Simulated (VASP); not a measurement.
Crystal: Hf3Pd.

```
CELL_PARAMETERS angstrom
4.14642 0.00000 0.00000
0.00000 4.14642 0.00000
0.00000 0.00000 4.14642
ATOMIC_POSITIONS crystal
Hf 0.00000 0.50000 0.50000
Hf 0.50000 0.00000 0.50000
Hf 0.50000 0.50000 0.00000
Pd 0.00000 0.00000 0.00000
```

```yaml
Program: VASP 6.6.1
Task: relaxation of cell and atoms
Functional: PBE
Potentials_or_basis: VASP PAW PBE potentials, release 64 (Hf_pv, Pd)
Cutoff: 600 eV
k_mesh: 4 × 4 × 4
Occupations: gaussian, width 0.1 eV
Spin: no spin polarisation
```

At the start: pressure 19.6 GPa; volume 17.82 Å³/atom.

Task: Where does the relaxation end?

Result: Over 4 steps the energy falls by 129.7 meV/atom and the volume is 20.19 Å³/atom (+13.3 %); space group Pm-3m (No. 221, to 0.05 Å).

The path:
| step | energy change (eV) | largest force (eV/Å) | pressure (GPa) | volume (Å³) |
| --- | --- | --- | --- | --- |
| 1 | 0.0000 | 0.0000 | 19.61 | 71.29 |
| 2 | 0.3272 | 0.0000 | -14.92 | 96.24 |
| 3 | -0.5180 | 0.0000 | -0.63 | 81.11 |
| 4 | -0.5188 | 0.0000 | -0.09 | 80.74 |

Final structure:
```cif
data_structure
_symmetry_space_group_name_H-M 'P 1'
_symmetry_Int_Tables_number 1
_cell_length_a 4.3222
_cell_length_b 4.3222
_cell_length_c 4.3222
_cell_angle_alpha 90.000
_cell_angle_beta 90.000
_cell_angle_gamma 90.000
_cell_volume 80.74
loop_
_atom_site_label
_atom_site_type_symbol
_atom_site_fract_x
_atom_site_fract_y
_atom_site_fract_z
_atom_site_occupancy
Hf1 Hf 0.00000 0.50000 0.50000 1
Hf2 Hf 0.50000 0.00000 0.50000 1
Hf3 Hf 0.50000 0.50000 0.00000 1
Pd1 Pd 0.00000 0.00000 0.00000 1
```

Caveat: the k points lie up to 0.36 Å⁻¹ apart in the final cell.
